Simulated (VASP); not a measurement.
Os: electric field gradients with PBE

The system is Os.

```
Os
1.0
     2.73011    0.00000    0.00000
    -1.36505    2.36434    0.00000
     0.00000    0.00000    4.31147
Os
2
Direct
  0.33333 0.66667 0.25000
  0.66667 0.33333 0.75000
```

This cell differs from its parent crystal: volume scaled by 0.975.

```
Program                : VASP 6.6.1
Task                   : electric field gradients
Functional             : PBE
Potentials or basis    : VASP PAW PBE potentials, release 64 (Os)
Cutoff                 : 520 eV
k mesh                 : 16 × 16 × 9
Occupations            : fermi-dirac, width 0.03 eV
Spin                   : no spin polarisation
Dipole correction      : no
Further INCAR settings : ALGO = Normal; EDIFF = 1e-08; NBANDS = 15
```

- Pressure: 10.8 GPa
- Band gap on the k mesh: zero (band 8 reaches 11.60 eV, above the bottom of band 9 at 7.73 eV)

Stress tensor (GPa, compression positive):
```
10.58  0.00  0.00
 0.00 10.58  0.00
 0.00  0.00 11.19
```

Levels at points of the mesh, in eV from the Fermi level:
```tsv
k point	band 5	band 6	band 7	band 8	band 9	band 10	band 11	band 12
(0.00, 0.00, 0.00)	-2.84	-2.25	-2.25	-1.60	-1.60	0.01	1.68	1.68
(0.50, 0.00, 0.00)	-2.95	-2.61	-1.91	2.03	2.60	2.73	4.43	5.74
```

Electric field gradients, principal values (V/Å²):
| atom | least | middle | greatest (by size) |
| --- | --- | --- | --- |
| 1 Os | 40.382 | 40.382 | -80.763 |
| 2 Os | 40.382 | 40.382 | -80.763 |

It took 52 s on 1 thread of Intel(R) Xeon(R) Platinum 8375C CPU @ 2.90GHz (Ice Lake), with other jobs on the host, peak memory 0.17 GiB.

Caveat: without QUAD_EFG the Cq values of the log hold for a quadrupole moment of 1 mb, not for the nuclei; spin-orbit coupling is left out, which moves the levels of the heavy elements.
